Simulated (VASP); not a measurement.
# Sr4TmSi (R-3m) in VASP: a series of runs

Runs on Sr4TmSi. Level: PBE. Tasks: relaxation of shape and atoms at fixed volume, relaxation of cell and atoms.

Everything below comes from runs of VASP 6.6.1. Logs are shortened: lines on timing, memory, paths and dates and some standing lists are left out, and cuts for length are marked.

### 1 The cell of the first run

Symmetry: R-3m, No. 166, trigonal system. Conventional cell: a = 5.719 Å, b = 5.719 Å, c = 25.807 Å, α = 90.00°, β = 90.00°, γ = 120.00°. Sr (site symmetry 3m) has 3 Si at 3.45 Å and 7 Sr at 3.85 to 4.56 Å and 3 Tm at 4.68 Å within 4.7 Å. Within 4.2 Å of Sr (site symmetry 3m) lie 1 Si at 3.05 Å and 3 Tm at 3.53 Å and 6 Sr at 3.89 to 4.14 Å. Within 4.7 Å of Tm (site symmetry -3m) lie 12 Sr at 3.53 to 4.68 Å. Si (site symmetry -3m) has 8 Sr at 3.05 to 3.45 Å within 4.0 Å.

### 2 Relaxation of shape and atoms at fixed volume, PBE (40.61 Å³/atom)

Input file INCAR:

```
SYSTEM = Sr4TmSi
ALGO = Normal
EDIFF = 1E-7
EDIFFG = -0.01
ENCUT = 500
GGA = PE
GGA_COMPAT = .FALSE.
IBRION = 2
ISIF = 4
ISMEAR = 0
LASPH = .TRUE.
LCHARG = .FALSE.
LMAXMIX = 6
LREAL = .FALSE.
LWAVE = .FALSE.
NELM = 200
NELMIN = 4
NSW = 50
PREC = Accurate
SIGMA = 0.1
```

Input file KPOINTS:

```
k-points
0
G
  6 6 6
  0 0 0
```

Input file POSCAR:

```
Sr4TmSi
1.0
    2.8595884458      1.6509841590      8.6024995755
   -2.8595884458      1.6509841590      8.6024995755
    0.0000000000     -3.3019683179      8.6024995755
Sr Tm Si
4 1 1
Direct
    0.7050923268      0.7050923268      0.7050923268
    0.2949076732      0.2949076732      0.2949076732
    0.8818616430      0.8818616430      0.8818616430
    0.1181383570      0.1181383570      0.1181383570
    0.5000000000      0.5000000000      0.5000000000
    0.0000000000      0.0000000000      0.0000000000
```

Potentials or basis: VASP PAW PBE potentials, release 64 (Sr_sv, Tm_3, Si), 4f in core.

Command:

```
$ cat potpaw_PBE.64/Sr_sv/POTCAR potpaw_PBE.64/Tm_3/POTCAR potpaw_PBE.64/Si/POTCAR > POTCAR
$ mpirun -np 1 vasp_std > vasp.out
```

OUTCAR:

```text
SYSTEM = Sr4TmSi
   EDIFF = 1E-7
   EDIFFG = -0.01
   ENCUT = 500
   GGA = PE
   IBRION = 2
   ISIF = 4
   ISMEAR = 0
   LASPH = .TRUE.
   LREAL = .FALSE.
   NELM = 200
   NELMIN = 4
   NSW = 50
   PREC = Accurate

 ion  position               nearest neighbor table
   1  0.705  0.705  0.705-   6 3.45   6 3.45   6 3.45   2 3.85   2 3.85   2 3.85   4 3.89   4 3.89
                             4 3.89   3 4.56
   2  0.295  0.295  0.295-   6 3.45   6 3.45   6 3.45   1 3.85   1 3.85   1 3.85   3 3.89   3 3.89
                             3 3.89   4 4.56
   3  0.882  0.882  0.882-   6 3.05   5 3.53   5 3.53   5 3.53   2 3.89   2 3.89   2 3.89   4 4.14
                             4 4.14   4 4.14   1 4.56
   4  0.118  0.118  0.118-   6 3.05   5 3.53   5 3.53   5 3.53   1 3.89   1 3.89   1 3.89   3 4.14
                             3 4.14   3 4.14   2 4.56
   5  0.500  0.500  0.500-   4 3.53   4 3.53   3 3.53   3 3.53   4 3.53   3 3.53
   6  0.000  0.000  0.000-   3 3.05   4 3.05   1 3.45   1 3.45   2 3.45   2 3.45   1 3.45   2 3.45

  LATTYP: Found a trigonal (rhomboedric) cell.
 ALAT       =     9.2144448405
 COS(alpha) =     0.8073811819

  Lattice vectors:

 A1 = (   2.8595884458,   1.6509841590,   8.6024995755)
 A2 = (  -2.8595884458,   1.6509841590,   8.6024995755)
 A3 = (   0.0000000000,  -3.3019683179,   8.6024995755)

Analysis of symmetry for initial positions (statically):
=====================================================================
 Subroutine PRICEL returns:
 Original cell was already a primitive cell.

 Routine SETGRP: Setting up the symmetry group for a
 trigonal (rhombohedral) supercell.

 Subroutine GETGRP returns: Found 12 space group operations
 (whereof 12 operations were pure point group operations)
 out of a pool of 12 trial point group operations.

The static configuration has the point symmetry D_3d.

Analysis of symmetry for dynamics (positions and initial velocities):
=====================================================================
 Subroutine PRICEL returns:
 Original cell was already a primitive cell.

 Routine SETGRP: Setting up the symmetry group for a
 trigonal (rhombohedral) supercell.

 Subroutine GETGRP returns: Found 12 space group operations
 (whereof 12 operations were pure point group operations)
 out of a pool of 12 trial point group operations.

The dynamic configuration has the point symmetry D_3d.

 Subroutine INISYM returns: Found 12 space group operations
 (whereof 12 operations are pure point group operations),
 and found     1 'primitive' translations

----------------------------------------------------------------------------------------

                                     Primitive cell

  volume of cell :     243.6814

  direct lattice vectors                    reciprocal lattice vectors
     2.859588446  1.650984159  8.602499575     0.174850336  0.100949888  0.038748428
    -2.859588446  1.650984159  8.602499575    -0.174850336  0.100949888  0.038748428
     0.000000000 -3.301968318  8.602499575     0.000000000 -0.201899777  0.038748428

  length of vectors
     9.214444841  9.214444841  9.214444841     0.205584437  0.205584437  0.205584437

  position of ions in fractional coordinates (direct lattice)
     0.705092327  0.705092327  0.705092327
     0.294907673  0.294907673  0.294907673
     0.881861643  0.881861643  0.881861643
     0.118138357  0.118138357  0.118138357
     0.500000000  0.500000000  0.500000000
     0.000000000  0.000000000  0.000000000

  ion indices of the primitive-cell ions
   primitive index   ion index
                 1           1
                 2           2
                 3           3
                 4           4
                 5           5
                 6           6

----------------------------------------------------------------------------------------

 KPOINTS: k-points

Automatic generation of k-mesh.
 Grid dimensions read from file:
 generate k-points for:    6    6    6

 Generating k-lattice:

  Cartesian coordinates                     Fractional coordinates (reciprocal lattice)
     0.029141723  0.016824981  0.006458071     0.166666667  0.000000000  0.000000000
    -0.029141723  0.016824981  0.006458071     0.000000000  0.166666667  0.000000000
     0.000000000 -0.033649963  0.006458071     0.000000000  0.000000000  0.166666667

  Length of vectors
     0.034264073  0.034264073  0.034264073

  Shift w.r.t. Gamma in fractional coordinates (k-lattice)
     0.000000000  0.000000000  0.000000000

 Subroutine IBZKPT returns following result:
 ===========================================

 Found     32 irreducible k-points:

 Following reciprocal coordinates:
            Coordinates               Weight
  0.000000  0.000000  0.000000      1.000000
  0.166667 -0.000000 -0.000000      6.000000
  0.333333 -0.000000  0.000000      6.000000
  0.500000  0.000000  0.000000      3.000000
  0.166667  0.166667 -0.000000      6.000000
  0.333333  0.166667  0.000000     12.000000
[... 16 lines left out ...]
  0.500000  0.500000  0.166667      6.000000
 -0.333333  0.500000  0.166667     12.000000
 [... further k-points ...]
   k-points           NKPTS =     32   k-points in BZ     NKDIM =     32   number of bands    NBANDS=     31
   number of dos      NEDOS =    301   number of ions     NIONS =      6
   total plane-waves  NPLWV = 343000
   dimension x,y,z NGX =    70 NGY =   70 NGZ =   70
   dimension x,y,z NGXF=   140 NGYF=  140 NGZF=  140
   ions per type =               4   1   1
   NGX,Y,Z   is equivalent  to a cutoff of  12.63, 12.63, 12.63 a.u.
   NGXF,Y,Z  is equivalent  to a cutoff of  25.26, 25.26, 25.26 a.u.
 SYSTEM =  Sr4TmSi
   PREC   = accura    normal or accurate (medium, high low for compatibility)
   ISTART =      0    job   : 0-new  1-cont  2-samecut
   ICHARG =      2    charge: 1-file 2-atom 10-const
   ISPIN  =      1    spin polarized calculation?
   LNONCOLLINEAR =      F non collinear calculations
   LSORBIT =      F    spin-orbit coupling
   LASPH  =      T    aspherical Exc in radial PAW
   ENCUT  =  500.0 eV  36.75 Ry    6.06 a.u.  16.80 16.80 16.80*2*pi/ulx,y,z
   NELM   =    200;   NELMIN=  4; NELMDL= -5     # of ELM steps
   EDIFF  = 0.1E-06   stopping-criterion for ELM
   LREAL  =      F    real-space projection
   EDIFFG = -.1E-01   stopping-criterion for IOM
   NSW    =     50    number of steps for IOM
   IBRION =      2    ionic relax: 0-MD 1-quasi-New 2-CG
   NFREE  =      1    steps in history (QN), initial steepest desc. (CG)
   ISIF   =      4    stress and relaxation
   ISYM   =      2    0-nonsym 1-usesym 2-fastsym
   POTIM  = 0.5000    time-step for ionic-motion
   TEBEG  =    0.0;   TEEND  =   0.0 temperature during run
   PSTRESS=    0.0 pullay stress
   NELECT =      53.0000    total number of electrons
   NUPDOWN=      -1.0000    fix difference up-down
   EMIN   =  10.00;   EMAX   =-10.00  energy-range for DOS
   EFERMI =   0.00;   METHOD = LEGACY
   ISMEAR =     0;   SIGMA  =   0.10  broadening in eV -4-tet -1-fermi 0-gaus
   EFERMI_NEDOS =   21; number of points for ismear=-14 and -15
   IALGO  =     38    algorithm
   IMIX   =      4    mixing-type and parameters
     AMIX     =   0.40;   BMIX     =  1.00
     AMIX_MAG =   1.60;   BMIX_MAG =  1.00
  volume/ion in A,a.u.               =      40.61       274.07
  Fermi-wavevector in a.u.,A,eV,Ry     =   0.984523  1.860479 13.187939  0.969286
  Thomas-Fermi vector in A             =   2.115762
   LORBIT       =      0    0 simple, 1 ext, 2 COOP (PROOUT), +10 PAW based schemes
   GGA     = PE    functional components
   LHFCALC =     F    Hartree Fock is set to
   AEXX    =    0.0000 exact exchange contribution
   IVDW    =     0    specifies the selected vdW correction
   LEPSILON=     F    determine dielectric tensor
   LRPA    =     F    only Hartree local field effects (RPA)
 conjugate gradient relaxation of ions
 non-spin polarized calculation
 Gauss-broadening in eV      SIGMA  =   0.10
  energy-cutoff  :      500.00
  volume of cell :      243.68
 maximum number of plane-waves:      6229
 NGX is ok and might be reduce to    70
   NGX = 33   NGY = 33   NGZ = 33

--------------------------------------- Ionic step        1  -------------------------------------------

 number of electron      53.0000001 magnetization

 Free energy of the ion-electron system (eV)
  ---------------------------------------------------
  ext. energy  EPLUGINS =         0.00000000
  ---------------------------------------------------
  free energy    TOTEN  =       -15.42422308 eV

  energy without entropy =      -15.37515937  energy(sigma->0) =      -15.39969122

------------------------ aborting loop because EDIFF is reached ----------------------------------------

  FORCE on cell =-STRESS in cart. coord.  units (eV):
  Direction    XX          YY          ZZ          XY          YZ          ZX
  --------------------------------------------------------------------------------------
  -------------------------------------------------------------------------------------
  Total        0.9887964      0.9887964      1.1495224      0.0000000      0.0000000      0.0000000
  in kB        6.5012236      6.5012236      7.5579790      0.0000000      0.0000000      0.0000000
  external PRESSURE =       6.8534754 kB  Pullay stress =       0.0000000 kB
[... 65 lines left out ...]
  energy  without entropy=      -15.3753711056  energy(sigma->0) =      -15.39988188

--------------------------------------- Ionic step        3  -------------------------------------------

 number of electron      53.0000001 magnetization

 Free energy of the ion-electron system (eV)
  ---------------------------------------------------
  ext. energy  EPLUGINS =         0.00000000
  ---------------------------------------------------
  free energy    TOTEN  =       -15.42446310 eV

  energy without entropy =      -15.37548974  energy(sigma->0) =      -15.39997642

 E-fermi :   2.1912     XC(G=0):  -8.1557

 val. band max:        2.1821218147   @ k =   0.3333   0.3333   0.3333
 cond. band min:       2.1999605370   @ k =   0.1667  -0.0000  -0.0000
 fundamental gap:      0.0178387223
 Fermi energy:         2.1912052905

 k-point     1 :       0.0000    0.0000    0.0000
  band No.  band energies     occupation
      1     -33.9982      2.00000
      2     -33.9714      2.00000
      3     -33.4204      2.00000
      4     -33.4090      2.00000
      5     -24.5716      2.00000
      6     -24.5108      2.00000
[... 805 lines left out ...]
     30       2.8075      0.00000
     31       3.0385      0.00000

 [... further k-points ...]

------------------------ aborting loop because EDIFF is reached ----------------------------------------

  FORCE on cell =-STRESS in cart. coord.  units (eV):
  Direction    XX          YY          ZZ          XY          YZ          ZX
  --------------------------------------------------------------------------------------
  -------------------------------------------------------------------------------------
  Total        1.0284564      1.0284564      1.0226240      0.0000000      0.0000000      0.0000000
  in kB        6.7619834      6.7619834      6.7236361      0.0000000      0.0000000      0.0000000
  external PRESSURE =       6.7492009 kB  Pullay stress =       0.0000000 kB
[... 21 lines left out ...]
  FREE ENERGIE OF THE ION-ELECTRON SYSTEM (eV)
  ---------------------------------------------------
  free  energy   TOTEN  =       -15.4244630963 eV

  energy  without entropy=      -15.3754897424  energy(sigma->0) =      -15.39997642

 reached required accuracy - stopping structural energy minimisation
```

Wall time 12 min (1 thread of Intel Xeon 6975P-C (Granite Rapids), shared host); peak memory 0.9 GiB.

Results:

```yaml
Free_energy: -15.4245 eV
Energy_gained_by_relaxing: 0.0 meV/atom
Ionic_steps: 3
Pressure_after_relaxing: 0.7 GPa
Largest_force_after_relaxing: 0.009 eV/Å
Band_gap_on_the_k_mesh: zero (an odd number of electrons rules out a gap without spin polarisation)
```

Forces in eV/Å, atoms in the order of the input:
```
Sr   0.000  0.000  0.009
Sr   0.000  0.000 -0.009
Sr   0.000  0.000  0.000
Sr   0.000  0.000  0.000
Tm   0.000  0.000  0.000
Si   0.000  0.000  0.000
```

Step by step:
```tsv
step	energy change (eV)	largest force (eV/Å)	pressure (GPa)	volume (Å³)
1	0.0000	0.0285	0.69	243.68
2	-0.0002	0.0155	0.68	243.68
3	-0.0002	0.0089	0.67	243.68
```

Final structure:
```
Sr Tm Si
1.0
     2.85692    1.64944    8.61857
    -2.85692    1.64944    8.61857
     0.00000   -3.29889    8.61857
Sr Tm Si
4 1 1
Direct
  0.70512 0.70512 0.70512
  0.29488 0.29488 0.29488
  0.88175 0.88175 0.88175
  0.11825 0.11825 0.11825
  0.50000 0.50000 0.50000
  0.00000 0.00000 0.00000
```

Caveat: spin-orbit coupling is left out, which moves the levels of the heavy elements; the 4f electrons are frozen in the core, so they carry no moment and show no levels.

### 3 Relaxation of cell and atoms, PBE

This run uses another cell than the first one, of 41.87 Å³/atom.

Input file INCAR:

```
ALGO = Normal
EDIFF = 1E-7
EDIFFG = -0.001
ENCUT = 500
GGA = PE
GGA_COMPAT = F
IBRION = 2
ISIF = 3
ISMEAR = 0
LASPH = T
LCHARG = F
LMAXMIX = 6
LREAL = F
LWAVE = F
NELM = 200
NELMIN = 4
NSW = 80
PREC = Accurate
SIGMA = 0.1
```

Input file KPOINTS:

```
k-points
0
Gamma
  6 6 6
```

POSCAR: that of step 2 with these lines changed.

```diff
@@ -2,5 +2,5 @@
 1.0
-    2.8595884458      1.6509841590      8.6024995755
-   -2.8595884458      1.6509841590      8.6024995755
-    0.0000000000     -3.3019683179      8.6024995755
+    2.8887699352      1.6678320997      8.6902862466
+   -2.8887699352      1.6678320997      8.6902862466
+    0.0000000000     -3.3356641995      8.6902862466
 Sr Tm Si
```

Potentials or basis: VASP PAW PBE potentials, release 64 (Sr_sv, Tm_3, Si), 4f in core.

Command:

```
$ cat potpaw_PBE.64/Sr_sv/POTCAR potpaw_PBE.64/Tm_3/POTCAR potpaw_PBE.64/Si/POTCAR > POTCAR
$ mpirun -np 1 vasp_std > vasp.out
```

It took 27 min on 1 thread of Intel Xeon 6975P-C (Granite Rapids), shared host; peak memory 0.89 GiB.

It converged, with:

```
Free energy                           : -15.4419 eV
Relaxed volume                        : 41.97 Å³/atom
Relaxed cell                          : a = 9.316 Å, b = 9.316 Å, c = 9.316 Å, α = 36.16°, β = 36.16°, γ = 36.16°
Space group after relaxing (to 0.1 Å) : R-3m (No. 166)
Energy gained by relaxing             : 0.0 meV/atom
Ionic steps                           : 9
Pressure after relaxing               : 0.0 GPa
Band gap on the k mesh                : zero (an odd number of electrons rules out a gap without spin polarisation)
```

Final structure:
```xyz
6
Lattice="2.8912 1.6692 8.6973 -2.8912 1.6692 8.6973 0.0000 -3.3385 8.6973" Properties=species:S:1:pos:R:3 pbc="T T T"
Sr    0.0000    0.0000   18.3978
Sr    0.0000    0.0000    7.6939
Sr    0.0000    0.0000   23.0100
Sr    0.0000    0.0000    3.0818
Tm    0.0000    0.0000   13.0459
Si    0.0000    0.0000    0.0000
```

Levels at points of the mesh, in eV from the Fermi level:
```tsv
k point	band 24	band 25	band 26	band 27	band 28	band 29	band 30	band 31
(0.00, 0.00, 0.00)	-1.11	-0.23	-0.08	-0.08	0.10	0.66	0.66	0.76
(0.50, 0.00, 0.00)	-0.94	-0.84	-0.53	-0.18	0.30	0.69	0.81	0.87
(0.50, 0.50, 0.00)	-0.83	-0.83	-0.23	-0.18	0.32	0.52	0.73	0.73
(0.50, 0.50, 0.50)	-1.18	-0.99	0.03	0.03	0.66	0.71	0.71	0.82
```

Caveat: spin-orbit coupling is left out, which moves the levels of the heavy elements; the 4f electrons are frozen in the core, so they carry no moment and show no levels. Spin polarisation is off, so any magnetic state and its effect on volume and gap are missing.
